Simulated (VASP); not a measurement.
Here is a VASP 6.6.1 calculation.

Contents of INCAR:

```
SYSTEM = SnAs2
PREC = Accurate ; ENCUT = 600
EDIFF = 1E-6 ; ISMEAR = 0
SIGMA = 0.1 ; LREAL = .False.
LASPH = .True. ; NELM = 80
ALGO = Normal ; ISIF = 3
LWAVE = .False. ; LCHARG = .False.
GGA = PE ; IBRION = 2
NSW = 100 ; EDIFFG = -0.01
```

Contents of KPOINTS:

```
regular mesh
0
Gamma
  12 12 12
  0 0 0
```

File POSCAR:

```
SnAs2
1.0
    0.0000000000      3.3792645243      3.3792645243
    3.3792645243      0.0000000000      3.3792645243
    3.3792645243      3.3792645243      0.0000000000
Sn As
1 2
Direct
    0.0000000000      0.0000000000      0.0000000000
    0.2500000000      0.2500000000      0.2500000000
    0.7500000000      0.7500000000      0.7500000000
```

Potentials or basis: VASP PAW PBE potentials, release 64 (Sn_d, As).

Run with:

```bash
$ cat potpaw_PBE.64/Sn_d/POTCAR potpaw_PBE.64/As/POTCAR > POTCAR
$ mpirun -np 1 vasp_std > vasp.out
```

Problem. What does it give for the space group after relaxing (to 0.1 Å)?

Solution. Fm-3m (No. 225).

Problem. Estimate the relaxed volume.

Solution. 25.61 Å³/atom.

Problem. Estimate the band gap on the k mesh.

Solution. Zero (bands 12 and 13 overlap by 2.99 eV).

Problem. What does it give for the relaxed cell?

Solution. a = 4.772 Å, b = 4.772 Å, c = 4.772 Å, α = 60.00°, β = 60.00°, γ = 60.00°.

The path:
```tsv
step	energy change (eV)	largest force (eV/Å)	pressure (GPa)	volume (Å³)
1	0.0000	0.0000	-0.25	77.18
2	-0.0003	0.0000	0.08	76.73
3	-0.0003	0.0000	0.00	76.83
```

Caveat: spin-orbit coupling is left out, which moves the levels of the heavy elements.
